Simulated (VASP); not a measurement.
# In2O3 (Ia-3) in VASP: single point with LDA

Aim: the single point of In2O3 with LDA.

Everything below comes from runs of VASP 6.6.1. Logs are shortened: lines on timing, memory, paths and dates and some standing lists are left out, and cuts for length are marked.

## (1) The cell of the first run

It takes space group Ia-3 (No. 206, cubic). The conventional cell has a = 9.763 Å, b = 9.763 Å, c = 9.763 Å, α = 90.00°, β = 90.00°, γ = 90.00°. Within 2.8 Å of In (site symmetry -3) lie 6 O at 2.10 Å. In (site symmetry 2) has 6 O at 2.05 to 2.17 Å within 2.7 Å. Within 2.8 Å of O (site symmetry 1) lie 4 In at 2.05 to 2.17 Å and 5 O at 2.72 to 2.80 Å.

## (2) Single point, LDA

INCAR reads:

```
PREC     = Accurate       # precision mode
ENCUT    = 600            # plane-wave cutoff, eV
EDIFF    = 1E-6           # SCF threshold, eV
ISMEAR   = 0              # smearing method
SIGMA    = 0.01           # smearing width, eV
LREAL    = Auto         
LASPH    = T              # aspherical terms in the spheres
NELM     = 120            # most SCF steps
ALGO     = Normal         # electronic algorithm
ISIF     = 2              # what is computed and relaxed
LWAVE    = F              # write WAVECAR
LCHARG   = T              # write CHGCAR
LELF     = T              # ELF
LVHAR    = T            
NBANDS   = 202            # bands
GGA_COMPAT= F
```

KPOINTS reads:

```
regular mesh
0
Gamma
  2 2 2
```

POSCAR reads:

```
In2O3
1.0
   -4.8814525000      4.8814525000      4.8814525000
    4.8814525000     -4.8814525000      4.8814525000
    4.8814525000      4.8814525000     -4.8814525000
In O
16 24
Direct
    0.5000000000      0.5000000000      0.5000000000
    0.5000000000      0.0000000000      0.0000000000
    0.0000000000      0.5000000000      0.0000000000
    0.0000000000      0.0000000000      0.5000000000
    0.2500000000      0.7157699688      0.4657699688
    0.7500000000      0.7842300312      0.0342300312
    0.4657699688      0.2500000000      0.7157699688
    0.0342300312      0.7500000000      0.7842300312
    0.7157699688      0.4657699688      0.2500000000
    0.7842300312      0.0342300312      0.7500000000
    0.7500000000      0.2842300312      0.5342300312
    0.2500000000      0.2157699688      0.9657699688
    0.5342300312      0.7500000000      0.2842300312
    0.9657699688      0.2500000000      0.2157699688
    0.2842300312      0.5342300312      0.7500000000
    0.2157699688      0.9657699688      0.2500000000
    0.5358037727      0.7729690951      0.5476367688
    0.7253323263      0.9881670038      0.9523632312
    0.9641962273      0.5118329962      0.2371653225
    0.7746676737      0.7270309049      0.2628346775
    0.5476367688      0.5358037727      0.7729690951
    0.9523632312      0.7253323263      0.9881670038
    0.2371653225      0.9641962273      0.5118329962
    0.2628346775      0.7746676737      0.7270309049
    0.7729690951      0.5476367688      0.5358037727
    0.9881670038      0.9523632312      0.7253323263
    0.5118329962      0.2371653225      0.9641962273
    0.7270309049      0.2628346775      0.7746676737
    0.4641962273      0.2270309049      0.4523632312
    0.2746676737      0.0118329962      0.0476367688
    0.0358037727      0.4881670038      0.7628346775
    0.2253323263      0.2729690951      0.7371653225
    0.4523632312      0.4641962273      0.2270309049
    0.0476367688      0.2746676737      0.0118329962
    0.7628346775      0.0358037727      0.4881670038
    0.7371653225      0.2253323263      0.2729690951
    0.2270309049      0.4523632312      0.4641962273
    0.0118329962      0.0476367688      0.2746676737
    0.4881670038      0.7628346775      0.0358037727
    0.2729690951      0.7371653225      0.2253323263
```

Potentials or basis: VASP PAW LDA potentials, release 64 (In_d, O).

Started as:

```bash
cat potpaw_LDA.64/In_d/POTCAR potpaw_LDA.64/O/POTCAR > POTCAR
mpirun -np 1 vasp_std > vasp.out
```

OUTCAR:

```text
PREC = Accurate
   ENCUT = 600
   EDIFF = 1E-6
   ISMEAR = 0
   LREAL = Auto
   LASPH = T
   NELM = 120
   ISIF = 2

 ion  position               nearest neighbor table
   1  0.500  0.500  0.500-  17 2.10  21 2.10  25 2.10  29 2.10  33 2.10  37 2.10   5 3.22   7 3.22
                             9 3.22  11 3.22  13 3.22  15 3.22  10 3.70  16 3.70   6 3.70  12 3.70
   2  0.500  0.000  0.000-  18 2.10  30 2.10  24 2.10  36 2.10  27 2.10  39 2.10   6 3.22   8 3.22
                             9 3.22  12 3.22  14 3.22  15 3.22   7 3.70  16 3.70  13 3.70  10 3.70
   3  0.000  0.500  0.000-  22 2.10  34 2.10  28 2.10  40 2.10  19 2.10  31 2.10   5 3.22   8 3.22
                            10 3.22  11 3.22  14 3.22  16 3.22  15 3.70   9 3.70  13 3.70   6 3.70
   4  0.000  0.000  0.500-  26 2.10  38 2.10  32 2.10  20 2.10  35 2.10  23 2.10   6 3.22   7 3.22
                            10 3.22  12 3.22  13 3.22  16 3.22  15 3.70  14 3.70   8 3.70   9 3.70
   5  0.250  0.716  0.466-  23 2.05  24 2.05  19 2.11  17 2.11  37 2.17  40 2.17   1 3.22   3 3.22
                            13 3.24  14 3.24  15 3.24  16 3.24   2 3.70   4 3.70  10 3.71   8 3.71
   6  0.750  0.784  0.034-  21 2.05  22 2.05  18 2.11  20 2.11  38 2.17  39 2.17   2 3.22   4 3.22
                            14 3.24  15 3.24  16 3.24  13 3.24   3 3.70   1 3.70  10 3.71   8 3.71
   7  0.466  0.250  0.716-  27 2.05  28 2.05  23 2.11  21 2.11  29 2.17  32 2.17   1 3.22   4 3.22
                            11 3.24  15 3.24  16 3.24  12 3.24   2 3.70   3 3.70   6 3.71  10 3.71
   8  0.034  0.750  0.784-  25 2.05  26 2.05  22 2.11  24 2.11  30 2.17  31 2.17   2 3.22   3 3.22
                            15 3.24  16 3.24  11 3.24  12 3.24   4 3.70   1 3.70   6 3.71  10 3.71
   9  0.716  0.466  0.250-  19 2.05  20 2.05  27 2.11  25 2.11  33 2.17  36 2.17   1 3.22   2 3.22
[... 37 lines left out ...]
  39  0.488  0.763  0.036-  13 2.05   2 2.10  15 2.11   6 2.17
  40  0.273  0.737  0.225-  13 2.05   3 2.10  16 2.11   5 2.17

  LATTYP: Found a body centered cubic cell.
 ALAT       =     9.7629050000

  Lattice vectors:

 A1 = (  -4.8814525000,   4.8814525000,   4.8814525000)
 A2 = (   4.8814525000,  -4.8814525000,   4.8814525000)
 A3 = (   4.8814525000,   4.8814525000,  -4.8814525000)

Analysis of symmetry for initial positions (statically):
=====================================================================
 Subroutine PRICEL returns:
 Original cell was already a primitive cell.

 Routine SETGRP: Setting up the symmetry group for a
 body centered cubic supercell.

 Subroutine GETGRP returns: Found 24 space group operations
 (whereof  6 operations were pure point group operations)
 out of a pool of 48 trial point group operations.

The static configuration has the point symmetry S_6 .
 The point group associated with its full space group is T_h .

Analysis of symmetry for dynamics (positions and initial velocities):
=====================================================================
 Subroutine PRICEL returns:
 Original cell was already a primitive cell.

 Routine SETGRP: Setting up the symmetry group for a
 body centered cubic supercell.

 Subroutine GETGRP returns: Found 24 space group operations
 (whereof  6 operations were pure point group operations)
 out of a pool of 48 trial point group operations.

The dynamic configuration has the point symmetry S_6 .
 The point group associated with its full space group is T_h .

 Subroutine INISYM returns: Found 24 space group operations
 (whereof  6 operations are pure point group operations),
 and found     1 'primitive' translations

----------------------------------------------------------------------------------------

                                     Primitive cell

  volume of cell :     465.2723

  direct lattice vectors                    reciprocal lattice vectors
    -4.881452500  4.881452500  4.881452500     0.000000000  0.102428529  0.102428529
     4.881452500 -4.881452500  4.881452500     0.102428529  0.000000000  0.102428529
     4.881452500  4.881452500 -4.881452500     0.102428529  0.102428529  0.000000000

  length of vectors
     8.454923745  8.454923745  8.454923745     0.144855815  0.144855815  0.144855815

  position of ions in fractional coordinates (direct lattice)
     0.500000000  0.500000000  0.500000000
     0.500000000  0.000000000  0.000000000
     0.000000000  0.500000000  0.000000000
     0.000000000  0.000000000  0.500000000
     0.250000000  0.715769969  0.465769969
     0.750000000  0.784230031  0.034230031
[... 32 lines left out ...]
     0.488167004  0.762834678  0.035803773
     0.272969095  0.737165322  0.225332326

  ion indices of the primitive-cell ions
   primitive index   ion index
                 1           1
                 2           2
                 3           3
                 4           4
                 5           5
                 6           6
[... 32 lines left out ...]
                39          39
                40          40

----------------------------------------------------------------------------------------

 KPOINTS: regular mesh

Automatic generation of k-mesh.
 Grid dimensions read from file:
 generate k-points for:    2    2    2

 Generating k-lattice:

  Cartesian coordinates                     Fractional coordinates (reciprocal lattice)
     0.000000000  0.051214265  0.051214265     0.500000000  0.000000000  0.000000000
     0.051214265  0.000000000  0.051214265     0.000000000  0.500000000  0.000000000
     0.051214265  0.051214265  0.000000000     0.000000000  0.000000000  0.500000000

  Length of vectors
     0.072427908  0.072427908  0.072427908

  Shift w.r.t. Gamma in fractional coordinates (k-lattice)
     0.000000000  0.000000000  0.000000000

 Subroutine IBZKPT returns following result:
 ===========================================

 Found      3 irreducible k-points:

 Following reciprocal coordinates:
            Coordinates               Weight
  0.000000  0.000000  0.000000      1.000000
  0.500000  0.000000  0.000000      6.000000
  0.500000  0.500000  0.500000      1.000000
   k-points           NKPTS =      3   k-points in BZ     NKDIM =      3   number of bands    NBANDS=    202
   number of dos      NEDOS =    301   number of ions     NIONS =     40
   total plane-waves  NPLWV = 343000
   dimension x,y,z NGX =    70 NGY =   70 NGZ =   70
   dimension x,y,z NGXF=   140 NGYF=  140 NGZF=  140
   ions per type =              16  24
   NGX,Y,Z   is equivalent  to a cutoff of  13.76, 13.76, 13.76 a.u.
   NGXF,Y,Z  is equivalent  to a cutoff of  27.53, 27.53, 27.53 a.u.
 SYSTEM =  unknown system
   PREC   = accura    normal or accurate (medium, high low for compatibility)
   ISTART =      0    job   : 0-new  1-cont  2-samecut
   ICHARG =      2    charge: 1-file 2-atom 10-const
   ISPIN  =      1    spin polarized calculation?
   LNONCOLLINEAR =      F non collinear calculations
   LSORBIT =      F    spin-orbit coupling
   LASPH  =      T    aspherical Exc in radial PAW
   ENCUT  =  600.0 eV  44.10 Ry    6.64 a.u.  16.89 16.89 16.89*2*pi/ulx,y,z
   NELM   =    120;   NELMIN=  2; NELMDL= -5     # of ELM steps
   EDIFF  = 0.1E-05   stopping-criterion for ELM
   LREAL  =      T    real-space projection
   EDIFFG = 0.1E-04   stopping-criterion for IOM
   NSW    =      0    number of steps for IOM
   IBRION =     -1    ionic relax: 0-MD 1-quasi-New 2-CG
   NFREE  =      0    steps in history (QN), initial steepest desc. (CG)
   ISIF   =      2    stress and relaxation
   ISYM   =      2    0-nonsym 1-usesym 2-fastsym
   POTIM  = 0.5000    time-step for ionic-motion
   TEBEG  =    0.0;   TEEND  =   0.0 temperature during run
   PSTRESS=    0.0 pullay stress
   NELECT =     352.0000    total number of electrons
   NUPDOWN=      -1.0000    fix difference up-down
   EMIN   =  10.00;   EMAX   =-10.00  energy-range for DOS
   EFERMI =   0.00;   METHOD = LEGACY
   ISMEAR =     0;   SIGMA  =   0.01  broadening in eV -4-tet -1-fermi 0-gaus
   EFERMI_NEDOS =   21; number of points for ismear=-14 and -15
   IALGO  =     38    algorithm
   IMIX   =      4    mixing-type and parameters
     AMIX     =   0.40;   BMIX     =  1.00
     AMIX_MAG =   1.60;   BMIX_MAG =  1.00
  volume/ion in A,a.u.               =      11.63        78.50
  Fermi-wavevector in a.u.,A,eV,Ry     =   1.491718  2.818938 30.275981  2.225222
  Thomas-Fermi vector in A             =   2.604337
   LORBIT       =      0    0 simple, 1 ext, 2 COOP (PROOUT), +10 PAW based schemes
   GGA     = CA    functional components
   LHFCALC =     F    Hartree Fock is set to
   AEXX    =    0.0000 exact exchange contribution
   IVDW    =     0    specifies the selected vdW correction
   LEPSILON=     F    determine dielectric tensor
   LRPA    =     F    only Hartree local field effects (RPA)
 non-spin polarized calculation
 Gauss-broadening in eV      SIGMA  =   0.01
  energy-cutoff  :      600.00
  volume of cell :      465.27
 maximum number of plane-waves:     15587
 NGX is ok and might be reduce to    70
   NGX = 33   NGY = 33   NGZ = 33

 number of electron     351.9999957 magnetization

 Free energy of the ion-electron system (eV)
  ---------------------------------------------------
  ext. energy  EPLUGINS =         0.00000000
  ---------------------------------------------------
  free energy    TOTEN  =      -252.92931057 eV

  energy without entropy =     -252.92931057  energy(sigma->0) =     -252.92931057

 E-fermi :   6.6822     XC(G=0): -12.1303

 val. band max:        6.6219812654   @ k =   0.0000   0.0000   0.0000
 cond. band min:       8.3282110017   @ k =   0.0000   0.0000   0.0000
 fundamental gap:      1.7062297363
 Fermi energy:         6.6821634772

 k-point     1 :       0.0000    0.0000    0.0000
  band No.  band energies     occupation
      1     -11.8055      2.00000
      2     -11.0058      2.00000
      3     -11.0058      2.00000
      4     -10.9123      2.00000
      5     -10.9123      2.00000
      6     -10.9123      2.00000
[... 562 lines left out ...]
    187      13.2449      0.00000
    188      13.7148      0.00000
 [bands above 188 left out]

------------------------ aborting loop because EDIFF is reached ----------------------------------------

  FORCE on cell =-STRESS in cart. coord.  units (eV):
  Direction    XX          YY          ZZ          XY          YZ          ZX
  --------------------------------------------------------------------------------------
  -------------------------------------------------------------------------------------
  Total       58.8854969     58.8854969     58.8854969      0.0000000      0.0000000      0.0000000
  in kB      202.7737495    202.7737495    202.7737495      0.0000000      0.0000000      0.0000000
  external PRESSURE =     202.7737495 kB  Pullay stress =       0.0000000 kB

 VOLUME and BASIS-vectors are now :
 -----------------------------------------------------------------------------
  energy-cutoff  :      600.00
  volume of cell :      465.27
      direct lattice vectors                 reciprocal lattice vectors
    -4.881452500  4.881452500  4.881452500     0.000000000  0.102428529  0.102428529
     4.881452500 -4.881452500  4.881452500     0.102428529  0.000000000  0.102428529
     4.881452500  4.881452500 -4.881452500     0.102428529  0.102428529  0.000000000

 POSITION                                       TOTAL-FORCE (eV/Angst)
 -----------------------------------------------------------------------------------
      2.44073      2.44073      2.44073        -0.000000      0.000000      0.000000
     -2.44073      2.44073      2.44073        -0.000000      0.000000      0.000000
      2.44073     -2.44073      2.44073        -0.000000      0.000000      0.000000
      2.44073      2.44073     -2.44073        -0.000000     -0.000000      0.000000
      4.54727      0.00000      2.44073        -0.002774     -0.000000      0.000000
      0.33418     -0.00000      7.32218         0.002774      0.000000      0.000000
[... 32 lines left out ...]
      1.51555     -1.16600      5.93193         0.000356     -0.013840     -0.015094
      3.36590     -1.16600      3.83097        -0.000356     -0.013840      0.015094
 -----------------------------------------------------------------------------------
    total drift:                               -0.000000     -0.000000      0.000000

  FREE ENERGIE OF THE ION-ELECTRON SYSTEM (eV)
  ---------------------------------------------------
  free  energy   TOTEN  =      -252.9293105742 eV

  energy  without entropy=     -252.9293105742  energy(sigma->0) =     -252.92931057
```

Run time: 20 min. Hardware: 1 thread of AMD EPYC 7R43 (Zen 3), shared host; peak memory 0.56 GiB.

What came out:

* Free energy: -252.9293 eV
* Pressure: 20.3 GPa
* Largest force: 0.020 eV/Å
* Band gap on the k mesh: 1.71 eV

Forces in eV/Å, atoms in the order of the input:
```
In   0.000  0.000  0.000
In   0.000  0.000  0.000
In   0.000  0.000  0.000
In   0.000  0.000  0.000
In  -0.003  0.000  0.000
In   0.003  0.000  0.000
In   0.000 -0.003  0.000
In   0.000  0.003  0.000
In   0.000  0.000 -0.003
In   0.000  0.000  0.003
In   0.003  0.000  0.000
In  -0.003  0.000  0.000
In   0.000  0.003  0.000
In   0.000 -0.003  0.000
In   0.000  0.000  0.003
In   0.000  0.000 -0.003
O    0.015  0.000 -0.014
O   -0.015  0.000 -0.014
O    0.015  0.000  0.014
O   -0.015  0.000  0.014
O   -0.014  0.015  0.000
O   -0.014 -0.015  0.000
O    0.014  0.015  0.000
O    0.014 -0.015  0.000
O    0.000 -0.014  0.015
O    0.000 -0.014 -0.015
O    0.000  0.014  0.015
O    0.000  0.014 -0.015
O   -0.015  0.000  0.014
O    0.015  0.000  0.014
O   -0.015  0.000 -0.014
O    0.015  0.000 -0.014
O    0.014 -0.015  0.000
O    0.014  0.015  0.000
O   -0.014 -0.015  0.000
O   -0.014  0.015  0.000
O    0.000  0.014 -0.015
O    0.000  0.014  0.015
O    0.000 -0.014 -0.015
O    0.000 -0.014  0.015
```

Levels at points of the mesh, in eV from the valence-band top:
```csv
k point,band 173,band 174,band 175,band 176,band 177,band 178,band 179,band 180
"(0.00, 0.00, 0.00)",-0.30,0.00,0.00,0.00,1.71,6.07,6.09,6.09
"(0.50, 0.00, 0.00)",-0.19,-0.19,-0.07,-0.07,3.77,3.77,5.58,5.58
"(0.50, 0.50, 0.50)",-0.29,-0.23,-0.23,-0.21,4.63,4.63,4.63,4.77
```

Caveat: the k points lie up to 0.46 Å⁻¹ apart; spin-orbit coupling is left out, which moves the levels of the heavy elements.
